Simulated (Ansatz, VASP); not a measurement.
# Cu in VASP and in Ansatz

```
Cu
1.0
     0.00000    1.79537    1.79537
     1.79537    0.00000    1.79537
     1.79537    1.79537    0.00000
Cu
1
Cartesian
  0.0000 0.0000 0.0000
```

Change from the starting cell: volume scaled by 0.98.

Alike in both runs: task single point; functional LDA; k mesh 13 × 13 × 13; occupations fermi-dirac, width 0.05 eV; no spin polarisation.

|  | VASP | Ansatz |
| --- | --- | --- |
| version | VASP 6.6.1 | Ansatz 0.2.0 |
| potentials or method | VASP PAW LDA potentials, release 64 (Cu), cutoff 600 eV | all-electron LAPW, scalar-relativistic |

Ansatz gave:

| Quantity | Value |
| --- | --- |
| gap on the k mesh at the Fermi level (eV) | none |
| pressure (GPa) | -10.1 |

**Question.** Estimate VASP's values.

**Answer.** gap on the k mesh at the Fermi level (eV): none; pressure (GPa): -9.2.

LDA's correlation is that of Perdew and Zunger in VASP and of Perdew and Wang (1992) in Ansatz. A gap of «none» marks a metal or a gap that the smearing closes. Ansatz ran all-electron here, and VASP with PAW potentials.
